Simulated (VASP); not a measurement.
TaCuN2: single point with LDA

TaCuN2:

```
Ta Cu N
1.0
     1.56272    0.90224    5.74969
    -1.56272    0.90224    5.74969
     0.00000   -1.80447    5.74969
Ta Cu N
1 1 2
Cartesian
  0.0000 0.0000 8.6245
  0.0000 0.0000 0.0000
  0.0000 0.0000 1.8222
  0.0000 0.0000 15.4269
```

```json
{
 "Program": "VASP 6.6.1",
 "Task": "single point",
 "Functional": "LDA",
 "Potentials or basis": "VASP PAW LDA potentials, release 64 (Ta_pv, Cu, N)",
 "Cutoff": "520 eV",
 "k mesh": "12 × 12 × 12",
 "Occupations": "gaussian, width 0.05 eV",
 "Spin": "no spin polarisation",
 "Dipole correction": "no",
 "Further INCAR settings": "ALGO = Normal; EDIFF = 1e-07; NBANDS = 24"
}
```

```yaml
Pressure: -3.1 GPa
Largest_force: 0.021 eV/Å
Band_gap_on_the_k_mesh: 0.36 eV (least direct gap 0.81 eV)
```

Forces in eV/Å, atoms in the order of the input:
```
Ta   0.000  0.000  0.000
Cu   0.000  0.000  0.000
N    0.000  0.000 -0.021
N    0.000  0.000  0.021
```

Stress tensor (GPa, compression positive):
```
-3.26  0.00  0.00
 0.00 -3.26  0.00
 0.00  0.00 -2.71
```

Levels at points of the mesh, in eV from the valence-band top:
```
           k point  band 14  band 15  band 16  band 17  band 18  band 19
(0.00, 0.00, 0.00)    -1.94    -1.07    -1.07     1.16     1.16     1.52
(0.50, 0.00, 0.00)    -1.08    -0.64    -0.45     0.36     3.14     3.37
(0.50, 0.50, 0.00)    -1.72    -1.62    -1.01     1.16     3.27     3.29
(0.50, 0.50, 0.50)    -2.11     0.00     0.00     1.09     1.09     2.87
```

Wall time 5.5 min on 1 thread of Intel(R) Xeon(R) 6975P-C (Granite Rapids), on a shared host, peak memory 0.44 GiB.

Caveat: the cell stands under tension; spin-orbit coupling is left out, which moves the levels of the heavy elements. A k mesh can miss the band edges.
